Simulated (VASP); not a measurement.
Write the native input for VASP 6.6.1 that does the following.

| Quantity | Value |
| --- | --- |
| Task | single point |
| Functional | r2SCAN |
| Potentials or basis | VASP PAW PBE potentials, release 64 (Ba_sv, Ti_sv, O) |
| Cutoff | 520 eV |
| k mesh | 6 × 6 × 6 |
| Occupations | gaussian, width 0.05 eV |
| Spin | no spin polarisation |
| Hubbard terms | Ti d U = 4.0 eV |
| Dipole correction | no |
| Further INCAR settings | ALGO = Normal; EDIFF = 1e-06; NBANDS = 28 |

BaTiO3:

```
CELL_PARAMETERS angstrom
4.01899 0.03545 -0.01171
0.01687 2.86057 2.89146
-0.03357 -2.79369 2.82471
ATOMIC_POSITIONS crystal
Ba 0.97801 0.96779 0.03885
Ti 0.50315 0.49993 0.52119
O 0.07722 0.53200 0.45914
O 0.49475 0.49183 0.00239
O 0.44688 0.00467 0.47465
```

This cell differs from its parent crystal: atoms moved at random and the cell strained at random.

These files were run (other wordings do the same):

POSCAR

```
BaTiO3
1.0
    4.0189850844      0.0354497736     -0.0117126157
    0.0168723685      2.8605731336      2.8914587066
   -0.0335714482     -2.7936919978      2.8247074464
Ba Ti O
1 1 3
Direct
   -0.0219907766     -0.0322072487      0.0388542617
    0.5031466519      0.4999312440      0.5211850599
    0.0772167223      0.5319987841      0.4591415348
    0.4947519352      0.4918303680      1.0023879593
    0.4468754672      1.0046668526      0.4746511843
```

INCAR.step1

```
PREC = Accurate
ENCUT = 520
ISMEAR = 0
SIGMA = 0.05
LREAL = F
LASPH = T
NELM = 150
LMAXMIX = 4
LDAU = T
LDAUTYPE = 2
LDAUL = -1 2 -1
LDAUU = 0 4 0
LDAUJ = 0 0 0
NBANDS = 28
GGA = PE
ALGO = Normal
EDIFF = 1E-4
LWAVE = T
LCHARG = F
```

INCAR.step2

```
PREC = Accurate
ENCUT = 520
EDIFF = 1E-6
ISMEAR = 0
SIGMA = 0.05
LREAL = F
LASPH = T
NELM = 150
ALGO = Normal
ISIF = 2
LWAVE = F
LCHARG = T
LMAXMIX = 4
LDAU = T
LDAUTYPE = 2
LDAUL = -1 2 -1
LDAUU = 0 4 0
LDAUJ = 0 0 0
LDAUPRINT = 1
METAGGA = R2SCAN
LMIXTAU = T
LELF = T
LVHAR = T
NBANDS = 28
ISTART = 1
```

KPOINTS

```
Automatic mesh
0
Gamma
  6 6 6
```

Potentials or basis: VASP PAW PBE potentials, release 64 (Ba_sv, Ti_sv, O).

The run is started by

```sh
$ cat potpaw_PBE.64/Ba_sv/POTCAR potpaw_PBE.64/Ti_sv/POTCAR potpaw_PBE.64/O/POTCAR > POTCAR
$ cp INCAR.step1 INCAR
$ mpirun -np 1 vasp_std > vasp.out
$ cp INCAR.step2 INCAR
$ mpirun -np 1 vasp_std > vasp.out
```

Results of the run:

```yaml
Pressure: 12.4 GPa
Largest_force: 5.575 eV/Å
Band_gap_on_the_k_mesh: 2.93 eV (least direct gap 3.13 eV)
```

Caveat: the cell differs from its parent crystal (atoms moved at random and the cell strained at random); the stress differs along the axes, from 6 to 17 GPa; the PAW data sets were made with another functional, which shifts forces and pressure a little; spin-orbit coupling is left out, which moves the levels of the heavy elements.

It took 13 min on 1 thread of Intel(R) Xeon(R) Platinum 8375C CPU @ 2.90GHz (Ice Lake), with other jobs on the host, peak memory 0.32 GiB.
